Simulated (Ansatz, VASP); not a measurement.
# One calculation of Si, two programs

File POSCAR:

```
Si
1.0
    3.8320446697      0.0000000000      0.0000000000
   -1.9160223349      3.3186480324      0.0000000000
    0.0000000000      0.0000000000      6.3415502454
Si
4
Direct
    0.3333333333      0.6666666667      0.0000652499
    0.6666666667      0.3333333333      0.5000652499
    0.3333333333      0.6666666667      0.3739347501
    0.6666666667      0.3333333333      0.8739347501
```

The input INCAR.step1:

```
SYSTEM = Si
ALGO = Normal ; EDIFF = 1E-4
ENCUT = 520 ; GGA = PE
ISMEAR = 0 ; LASPH = .TRUE.
LCHARG = .FALSE. ; LREAL = .FALSE.
LWAVE = .TRUE. ; NBANDS = 16
NELM = 80 ; PREC = Accurate
SIGMA = 0.01
```

File INCAR.step2:

```
SYSTEM = Si
ALGO = Normal ; EDIFF = 1E-7
ENCUT = 520 ; ISIF = 2
ISMEAR = 0 ; ISTART = 1
LASPH = .TRUE. ; LCHARG = .TRUE.
LELF = .TRUE. ; LMIXTAU = .TRUE.
LREAL = .FALSE. ; LVHAR = .TRUE.
LWAVE = .FALSE. ; METAGGA = R2SCAN
NBANDS = 16 ; NELM = 80
PREC = Accurate ; SIGMA = 0.01
```

File KPOINTS:

```
k-points
0
G
  9 9 6
  0 0 0
```

Input for Ansatz:

```yaml
crystal:
  lattice:
    - [3.8320446697, 0.0, 0.0]
    - [-1.9160223349, 3.3186480324, 0.0]
    - [0.0, 0.0, 6.3415502454]
  atoms:
    - { symbol: Si, position: [0.3333333333, 0.6666666667, 6.52499e-05] }
    - { symbol: Si, position: [0.6666666667, 0.3333333333, 0.5000652499] }
    - { symbol: Si, position: [0.3333333333, 0.6666666667, 0.3739347501] }
    - { symbol: Si, position: [0.6666666667, 0.3333333333, 0.8739347501] }
basis:
  ecutwfc: 500
kpoints:
  mp_grid: { grid: [9, 9, 6] }
  band_path:
    path:
      - [0.0, 0.0, 0.0]
      - [0.0, 0.0, 0.0]
      - [0.0, 0.0, 0.0]
      - [0.0, 0.0, 0.0]
      - [0.0, 0.0, 0.0]
      - [0.0, 0.0, 0.0]
      - [0.0, 0.0, 0.0]
      - [0.0, 0.0, 0.0]
      - [0.0, 0.0, 0.0]
      - [0.0, 0.0, 0.0]
      - [0.0, 0.0, 0.0]
      - [0.0, 0.0, 0.0]
      - [0.0, 0.0, 0.0]
      - [0.0, 0.0, 0.0]
      - [0.0, 0.0, 0.0]
      - [0.0, 0.0, 0.0]
      - [0.0, 0.0, 0.0]
      - [0.0, 0.0, 0.0]
      - [0.0, 0.0, 0.0]
      - [0.0, 0.0, 0.0]
      - [0.0, 0.0, 0.0]
      - [0.0, 0.0, 0.0]
      - [0.0, 0.0, 0.0]
      - [0.0, 0.0, 0.0]
      - [0.0, 0.0, 0.0]
      - [0.0, 0.0, 0.0]
      - [0.3, 0.0, 0.0]
      - [0.3166666667, 0.0, 0.0]
      - [0.3333333333, 0.0, 0.0]
      - [0.35, 0.0, 0.0]
      - [0.3666666667, 0.0, 0.0]
      - [0.3833333333, 0.0, 0.0]
      - [0.4, 0.0, 0.0]
      - [0.4166666667, 0.0, 0.0]
      - [0.4333333333, 0.0, 0.0]
      - [0.45, 0.0, 0.0]
      - [0.4666666667, 0.0, 0.0]
      - [0.4833333333, 0.0, 0.0]
      - [0.5, 0.0, 0.0]
      - [0.5, 0.0, 0.0]
      - [0.5, 0.0, 0.0416666667]
      - [0.5, 0.0, 0.0833333333]
      - [0.5, 0.0, 0.125]
      - [0.5, 0.0, 0.1666666667]
      - [0.5, 0.0, 0.2083333333]
      - [0.5, 0.0, 0.25]
      - [0.5, 0.0, 0.2916666667]
      - [0.5, 0.0, 0.3333333333]
      - [0.5, 0.0, 0.375]
      - [0.5, 0.0, 0.4166666667]
      - [0.5, 0.0, 0.4583333333]
      - [0.5, 0.0, 0.5]
      - [0.3333333333, 0.3333333333, 0.0]
      - [0.3333333333, 0.3333333333, 0.0]
      - [0.3333333333, 0.3333333333, 0.0]
      - [0.3333333333, 0.3333333333, 0.0]
      - [0.3333333333, 0.3333333333, 0.0]
      - [0.3333333333, 0.3333333333, 0.0]
      - [0.3333333333, 0.3333333333, 0.0]
      - [0.3333333333, 0.3333333333, 0.0]
      - [0.3333333333, 0.3333333333, 0.0]
      - [0.3333333333, 0.3333333333, 0.0]
      - [0.3333333333, 0.3333333333, 0.0]
      - [0.3333333333, 0.3333333333, 0.0]
      - [0.3333333333, 0.3333333333, 0.0]
      - [0.0, 0.0, 0.5]
      - [0.0, 0.0, 0.5]
      - [0.0, 0.0, 0.5]
      - [0.0, 0.0, 0.5]
      - [0.0, 0.0, 0.5]
      - [0.0, 0.0, 0.5]
      - [0.0, 0.0, 0.5]
      - [0.0, 0.0, 0.5]
      - [0.0, 0.0, 0.5]
      - [0.0, 0.0, 0.5]
      - [0.0, 0.0, 0.5]
      - [0.0, 0.0, 0.5]
      - [0.0, 0.0, 0.5]
    npoints: 1
hamiltonian:
  xc: r2scan
  pseudopotentials: { kind: paw, azcp: { folder: soft_1 } }
scf:
  occupations: { method: fixed }
  n_extra_bands: 6
output:
  eigenvalues: true
```

Alike in both runs: task single point; functional r2SCAN; k mesh 9 × 9 × 6; no spin polarisation.

|  | VASP | Ansatz |
| --- | --- | --- |
| version | VASP 6.6.1 | Ansatz 0.2.0 |
| potentials or method | VASP PAW PBE potentials, release 64 (Si), cutoff 520 eV | scalar-relativistic, plane waves, PAW |
| occupations | gaussian, width 0.01 eV | fixed |
| valence electrons in the cell | 16 | 16 |

Ansatz gave:

```
gap on the k mesh at the Fermi level (eV) : 0.65
least direct gap on the mesh (eV)         : 1.36
```

Q: Estimate VASP's values.

A: gap on the k mesh at the Fermi level (eV): 0.66; least direct gap on the mesh (eV): 1.38.

VASP's potentials were made for PBE, not for r2SCAN.
